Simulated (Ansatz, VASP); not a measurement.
AlN in VASP and in Ansatz

The input INCAR:

```
PREC     = Accurate       # precision mode
ENCUT    = 520            # plane-wave cutoff, eV
EDIFF    = 1E-6           # SCF threshold, eV
ISMEAR   = 0              # smearing method
SIGMA    = 0.01           # smearing width, eV
LREAL    = False          # projectors in reciprocal space
LASPH    = True           # aspherical terms in the spheres
NELM     = 80             # most SCF steps
ALGO     = Normal         # electronic algorithm
ISIF     = 2              # what is computed and relaxed
LWAVE    = False          # write WAVECAR
LCHARG   = False          # write CHGCAR
GGA      = PS             # functional
NBANDS   = 11             # bands
```

The input KPOINTS:

```
Automatic mesh
0
Gamma
  8 8 8
```

File POSCAR:

```
AlN
1.0
    0.0000000000      2.1886778373      2.1886778373
    2.1886778373      0.0000000000      2.1886778373
    2.1886778373      2.1886778373      0.0000000000
Al N
1 1
Direct
    0.0000000000      0.0000000000      0.0000000000
    0.2500000000      0.2500000000      0.2500000000
```

Input for Ansatz:

```yaml
crystal:
  lattice:
    - [0.0, 2.1886778373, 2.1886778373]
    - [2.1886778373, 0.0, 2.1886778373]
    - [2.1886778373, 2.1886778373, 0.0]
  atoms:
    - { symbol: Al, position: [0.0, 0.0, 0.0] }
    - { symbol: "N", position: [0.25, 0.25, 0.25] }
kpoints:
  mp_grid: { grid: [8, 8, 8] }
scf:
  occupations: { method: fixed }
  convergence: { dr2_threshold: 1.0e-10 }
hamiltonian:
  xc: pbesol
  pseudopotentials: { kind: all_electron, lapw: { basis_error: 0.0005 } }
output:
  forces: true
  stress: true
  eigenstates:
    kpoints:
      - [0.0, 0.0, 0.0]
      - [0.0, -0.5, -0.5]
      - [-0.5, 0.0, -0.5]
      - [-0.5, -0.5, 0.0]
      - [0.0, 0.5, 0.0]
      - [0.5, 0.0, 0.0]
      - [0.0, 0.0, 0.5]
      - [0.5, 0.5, 0.5]
  eigenvalues: true
```

Change from the starting cell: unstrained.

Alike in both runs: task single point; functional PBEsol; k mesh 8 × 8 × 8; no spin polarisation.

|  | VASP | Ansatz |
| --- | --- | --- |
| version | VASP 6.6.1 | Ansatz 0.2.0 |
| potentials or method | VASP PAW PBE potentials, release 64 (Al, N), cutoff 520 eV | all-electron LAPW, scalar-relativistic |
| occupations | gaussian, width 0.01 eV | fixed |

Ansatz gave:

- gap on the k mesh at the Fermi level (eV): 3.19
- pressure (GPa): -0.1

Problem. Estimate VASP's values.

Solution. gap on the k mesh at the Fermi level (eV): 3.18; pressure (GPa): 0.0.

VASP's potentials were made for PBE, not for PBEsol. Ansatz ran all-electron here, and VASP with PAW potentials.
